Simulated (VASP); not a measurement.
# Ca (Fm-3m) in VASP: further runs, part 3 of 3

VASP 6.6.1.

## (5) Relaxation of cell and atoms, PBEsol

This run uses another cell than the first one, of 43.63 Å³/atom, 1.321 times its volume.

The input, INCAR:

```
SYSTEM = Ca
PREC = Accurate
ENCUT = 600
EDIFF = 1E-6
ISMEAR = -1
SIGMA = 0.05
LREAL = .FALSE.
LASPH = .TRUE.
NELM = 60
ALGO = Normal
ISIF = 3
LWAVE = .FALSE.
LCHARG = .FALSE.
GGA = PS
IBRION = 2
NSW = 60
EDIFFG = -0.01
```

The input, KPOINTS:

```
regular mesh
0
G
  8 8 8
  0 0 0
```

The input, POSCAR:

```
Ca
1.0
    0.0000000000      2.7942000000      2.7942000000
    2.7942000000      0.0000000000      2.7942000000
    2.7942000000      2.7942000000      0.0000000000
Ca
1
Direct
    0.0000000000      0.0000000000      0.0000000000
```

Potentials or basis: VASP PAW PBE potentials, release 64 (Ca_sv).

The run is started by

```sh
cat potpaw_PBE.64/Ca_sv/POTCAR > POTCAR
mpirun -np 1 vasp_std > vasp.out
```

OUTCAR:

```text
SYSTEM = Ca
   PREC = Accurate
   ENCUT = 600
   EDIFF = 1E-6
   ISMEAR = -1
   LREAL = .FALSE.
   LASPH = .TRUE.
   NELM = 60
   ISIF = 3
   GGA = PS
   IBRION = 2
   NSW = 60
   EDIFFG = -0.01

 ion  position               nearest neighbor table
   1  0.000  0.000  0.000-

  LATTYP: Found a face centered cubic cell.
 ALAT       =     5.5884000000

  Lattice vectors:

 A1 = (   0.0000000000,   2.7942000000,   2.7942000000)
 A2 = (   2.7942000000,   0.0000000000,   2.7942000000)
 A3 = (   2.7942000000,   2.7942000000,   0.0000000000)

Analysis of symmetry for initial positions (statically):
=====================================================================
 Subroutine PRICEL returns:
 Original cell was already a primitive cell.

 Routine SETGRP: Setting up the symmetry group for a
 face centered cubic supercell.

 Subroutine GETGRP returns: Found 48 space group operations
 (whereof 48 operations were pure point group operations)
 out of a pool of 48 trial point group operations.

The static configuration has the point symmetry O_h .

Analysis of symmetry for dynamics (positions and initial velocities):
=====================================================================
 Subroutine PRICEL returns:
 Original cell was already a primitive cell.

 Routine SETGRP: Setting up the symmetry group for a
 face centered cubic supercell.

 Subroutine GETGRP returns: Found 48 space group operations
 (whereof 48 operations were pure point group operations)
 out of a pool of 48 trial point group operations.

The dynamic configuration has the point symmetry O_h .

 Subroutine INISYM returns: Found 48 space group operations
 (whereof 48 operations are pure point group operations),
 and found     1 'primitive' translations

----------------------------------------------------------------------------------------

                                     Primitive cell

  volume of cell :      43.6317

  direct lattice vectors                    reciprocal lattice vectors
     0.000000000  2.794200000  2.794200000    -0.178942094  0.178942094  0.178942094
     2.794200000  0.000000000  2.794200000     0.178942094 -0.178942094  0.178942094
     2.794200000  2.794200000  0.000000000     0.178942094  0.178942094 -0.178942094

  length of vectors
     3.951595536  3.951595536  3.951595536     0.309936799  0.309936799  0.309936799

  position of ions in fractional coordinates (direct lattice)
     0.000000000  0.000000000  0.000000000

  ion indices of the primitive-cell ions
   primitive index   ion index
                 1           1

----------------------------------------------------------------------------------------

 KPOINTS: regular mesh

Automatic generation of k-mesh.
 Grid dimensions read from file:
 generate k-points for:    8    8    8

 Generating k-lattice:

  Cartesian coordinates                     Fractional coordinates (reciprocal lattice)
    -0.022367762  0.022367762  0.022367762     0.125000000  0.000000000  0.000000000
     0.022367762 -0.022367762  0.022367762     0.000000000  0.125000000  0.000000000
     0.022367762  0.022367762 -0.022367762     0.000000000  0.000000000  0.125000000

  Length of vectors
     0.038742100  0.038742100  0.038742100

  Shift w.r.t. Gamma in fractional coordinates (k-lattice)
     0.000000000  0.000000000  0.000000000

 Subroutine IBZKPT returns following result:
 ===========================================

 Found     29 irreducible k-points:

 Following reciprocal coordinates:
            Coordinates               Weight
  0.000000  0.000000  0.000000      1.000000
  0.125000  0.000000  0.000000      8.000000
  0.250000  0.000000  0.000000      8.000000
  0.375000  0.000000  0.000000      8.000000
  0.500000  0.000000  0.000000      4.000000
  0.125000  0.125000  0.000000      6.000000
[... 16 lines left out ...]
  0.500000  0.250000  0.125000     48.000000
 -0.375000  0.250000  0.125000     24.000000
 [... further k-points ...]
   k-points           NKPTS =     29   k-points in BZ     NKDIM =     29   number of bands    NBANDS=      9
   number of dos      NEDOS =    301   number of ions     NIONS =      1
   total plane-waves  NPLWV =  32768
   dimension x,y,z NGX =    32 NGY =   32 NGZ =   32
   dimension x,y,z NGXF=    64 NGYF=   64 NGZF=   64
   ions per type =               1
   NGX,Y,Z   is equivalent  to a cutoff of  13.46, 13.46, 13.46 a.u.
   NGXF,Y,Z  is equivalent  to a cutoff of  26.93, 26.93, 26.93 a.u.
 SYSTEM =  Ca
   PREC   = accura    normal or accurate (medium, high low for compatibility)
   ISTART =      0    job   : 0-new  1-cont  2-samecut
   ICHARG =      2    charge: 1-file 2-atom 10-const
   ISPIN  =      1    spin polarized calculation?
   LNONCOLLINEAR =      F non collinear calculations
   LSORBIT =      F    spin-orbit coupling
   LASPH  =      T    aspherical Exc in radial PAW
   ENCUT  =  600.0 eV  44.10 Ry    6.64 a.u.   7.89  7.89  7.89*2*pi/ulx,y,z
   NELM   =     60;   NELMIN=  2; NELMDL= -5     # of ELM steps
   EDIFF  = 0.1E-05   stopping-criterion for ELM
   LREAL  =      F    real-space projection
   EDIFFG = -.1E-01   stopping-criterion for IOM
   NSW    =     60    number of steps for IOM
   IBRION =      2    ionic relax: 0-MD 1-quasi-New 2-CG
   NFREE  =      1    steps in history (QN), initial steepest desc. (CG)
   ISIF   =      3    stress and relaxation
   ISYM   =      2    0-nonsym 1-usesym 2-fastsym
   POTIM  = 0.5000    time-step for ionic-motion
   TEBEG  =    0.0;   TEEND  =   0.0 temperature during run
   PSTRESS=    0.0 pullay stress
   NELECT =      10.0000    total number of electrons
   NUPDOWN=      -1.0000    fix difference up-down
   EMIN   =  10.00;   EMAX   =-10.00  energy-range for DOS
   EFERMI =   0.00;   METHOD = LEGACY
   ISMEAR =    -1;   SIGMA  =   0.05  broadening in eV -4-tet -1-fermi 0-gaus
   EFERMI_NEDOS =   21; number of points for ismear=-14 and -15
   IALGO  =     38    algorithm
   IMIX   =      4    mixing-type and parameters
     AMIX     =   0.40;   BMIX     =  1.00
     AMIX_MAG =   1.60;   BMIX_MAG =  1.00
  volume/ion in A,a.u.               =      43.63       294.44
  Fermi-wavevector in a.u.,A,eV,Ry     =   1.001861  1.893242 13.656506  1.003725
  Thomas-Fermi vector in A             =   2.134310
   LORBIT       =      0    0 simple, 1 ext, 2 COOP (PROOUT), +10 PAW based schemes
   GGA     = PS    functional components
   LHFCALC =     F    Hartree Fock is set to
   AEXX    =    0.0000 exact exchange contribution
   IVDW    =     0    specifies the selected vdW correction
   LEPSILON=     F    determine dielectric tensor
   LRPA    =     F    only Hartree local field effects (RPA)
 conjugate gradient relaxation of ions
 non-spin polarized calculation
  energy-cutoff  :      600.00
  volume of cell :       43.63
 maximum number of plane-waves:      1475
   NGX = 15   NGY = 15   NGZ = 15

--------------------------------------- Ionic step        1  -------------------------------------------

 number of electron      10.0000001 magnetization

 Free energy of the ion-electron system (eV)
  ---------------------------------------------------
  ext. energy  EPLUGINS =         0.00000000
  ---------------------------------------------------
  free energy    TOTEN  =        -2.12852433 eV

  energy without entropy =       -2.11655110  energy(sigma->0) =       -2.12253772

------------------------ aborting loop because EDIFF is reached ----------------------------------------

  FORCE on cell =-STRESS in cart. coord.  units (eV):
  Direction    XX          YY          ZZ          XY          YZ          ZX
  --------------------------------------------------------------------------------------
  -------------------------------------------------------------------------------------
  Total       -0.3153493     -0.3153493     -0.3153493      0.0000000      0.0000000      0.0000000
  in kB      -11.5797720    -11.5797720    -11.5797720      0.0000000      0.0000000      0.0000000
  external PRESSURE =     -11.5797720 kB  Pullay stress =       0.0000000 kB
[... 57 lines left out ...]
--------------------------------------- Ionic step        3  -------------------------------------------

 number of electron      10.0000000 magnetization

 Free energy of the ion-electron system (eV)
  ---------------------------------------------------
  ext. energy  EPLUGINS =         0.00000000
  ---------------------------------------------------
  free energy    TOTEN  =        -2.13983097 eV

  energy without entropy =       -2.12859204  energy(sigma->0) =       -2.13421150

 E-fermi :   2.0065     XC(G=0):  -7.9360

 val. band max:        1.9821142575   @ k =  -0.3750   0.2500   0.1250
 cond. band min:       2.0528534074   @ k =  -0.3750   0.3750   0.0000
 fundamental gap:      0.0707391499
 Fermi energy:         2.0064969085

 k-point     1 :       0.0000    0.0000    0.0000
  band No.  band energies     occupation
      1     -39.6965      2.00000
      2     -20.6836      2.00000
      3     -20.6836      2.00000
      4     -20.6836      2.00000
      5      -2.0576      2.00000
      6       4.4283      0.00000
      7       4.4283      0.00000
      8       4.4283      0.00000
      9       5.5597      0.00000
[... 265 lines left out ...]
 k-point    24 :      -0.3750    0.2500    0.1250
  band No.  band energies     occupation
      1     -39.6769      2.00000
      2     -20.8241      2.00000
      3     -20.7483      2.00000
      4     -20.7195      2.00000
      5       1.7130      1.99436
      6       1.9821      1.23911
      7       3.5617      0.00000
      8       4.7486      0.00000
      9       6.1154      0.00000

 [... further k-points ...]
[... 5 lines left out ...]
  --------------------------------------------------------------------------------------
  -------------------------------------------------------------------------------------
  Total        0.0052463      0.0052463      0.0052463      0.0000000     -0.0000000     -0.0000000
  in kB        0.2072019      0.2072019      0.2072019      0.0000000     -0.0000000     -0.0000000
  external PRESSURE =       0.2072019 kB  Pullay stress =       0.0000000 kB
[... 16 lines left out ...]
  FREE ENERGIE OF THE ION-ELECTRON SYSTEM (eV)
  ---------------------------------------------------
  free  energy   TOTEN  =        -2.1398309691 eV

  energy  without entropy=       -2.1285920389  energy(sigma->0) =       -2.13421150

 reached required accuracy - stopping structural energy minimisation
```

OSZICAR:

```text
N       E                     dE             d eps       ncg     rms          rms(c)
DAV:   1     0.685821789589E+02    0.68582E+02   -0.54223E+03   522   0.110E+03
DAV:   2    -0.597107991272E+00   -0.69179E+02   -0.68837E+02   542   0.239E+02
DAV:   3    -0.205990046585E+01   -0.14628E+01   -0.14559E+01   811   0.363E+01
[... 23 lines left out ...]
DAV:   5    -0.213973803225E+01   -0.11407E-02   -0.18512E-03   809   0.230E-01    0.583E-02
DAV:   6    -0.213983753575E+01   -0.99503E-04   -0.19842E-04   864   0.987E-02    0.148E-02
DAV:   7    -0.213982214506E+01    0.15391E-04   -0.28142E-05   615   0.645E-02    0.217E-02
DAV:   8    -0.213983099166E+01   -0.88466E-05   -0.35634E-05   831   0.525E-02    0.155E-03
DAV:   9    -0.213983096913E+01    0.22529E-07   -0.11251E-07   277   0.354E-03
   3 F= -.21398310E+01 E0= -.21342115E+01  d E =-.113066E-01
```

CONTCAR:

```text
Ca
   1.00000000000000
     0.0000000000000000    2.7271700156625509    2.7271700156625509
     2.7271700156625509    0.0000000000000000    2.7271700156625509
     2.7271700156625509    2.7271700156625509   -0.0000000000000000
  Ca
     1
Direct
     0.0000000000000000    0.0000000000000000    0.0000000000000000

  0.00000000E+00  0.00000000E+00  0.00000000E+00
```

It took 27 s on 1 thread of Intel Xeon Platinum 8259CL at 2.50GHz (Skylake/Cascade Lake), shared host; peak memory 0.19 GiB.

Results:

| Property | Result |
| --- | --- |
| Free energy | -2.1398 eV |
| Relaxed volume | 40.57 Å³/atom |
| Relaxed cell | a = 3.857 Å, b = 3.857 Å, c = 3.857 Å, α = 60.00°, β = 60.00°, γ = 60.00° |
| Space group after relaxing (to 0.05 Å) | Fm-3m (No. 225) |
| Energy gained by relaxing | 11.3 meV/atom |
| Ionic steps | 3 |
| Pressure after relaxing | 0.0 GPa |
| Band gap on the k mesh | zero (band 5 reaches 2.22 eV, above the bottom of band 6 at 1.92 eV) |

The path:
```tsv
step	energy change (eV)	largest force (eV/Å)	pressure (GPa)	volume (Å³)
1	0.0000	0.0000	-1.16	43.63
2	-0.0098	0.0000	-0.44	41.67
3	-0.0113	0.0000	0.02	40.57
```

Final structure:
```yaml
crystal:
  lattice:
    - [0.00000, 2.72717, 2.72717]
    - [2.72717, 0.00000, 2.72717]
    - [2.72717, 2.72717, 0.00000]
  atoms:
    - { symbol: Ca, position: [0.00000, 0.00000, 0.00000] }
```

Caveat: the PAW data sets were made with another functional, which shifts forces and pressure a little.

## (6) Overview

```tsv
task	cell	cutoff (eV)	gap on the mesh (eV)	pressure (GPa)
single point	a = 3.601 Å, angles 60.0°, 1 atom	520	-	5.0
single point	a = 3.735 Å, angles 60.0°, 1 atom	520	none	2.0
single point	a = 3.856 Å, angles 60.0°, 1 atom	520	none	0.0
relaxation of cell and atoms	relaxed from a = 3.952 Å, angles 60.0°, 1 atom	600	none	0.0
```

Alike in all rows: level PBEsol; potentials or basis VASP PAW PBE potentials, release 64 (Ca_sv); no spin polarisation; k mesh 8 × 8 × 8; smearing fermi-dirac 0.05 eV.

Caveats: the PAW data sets were made with another functional, which shifts forces and pressure a little.

Absolute energies hang on the potentials; compare differences alone.
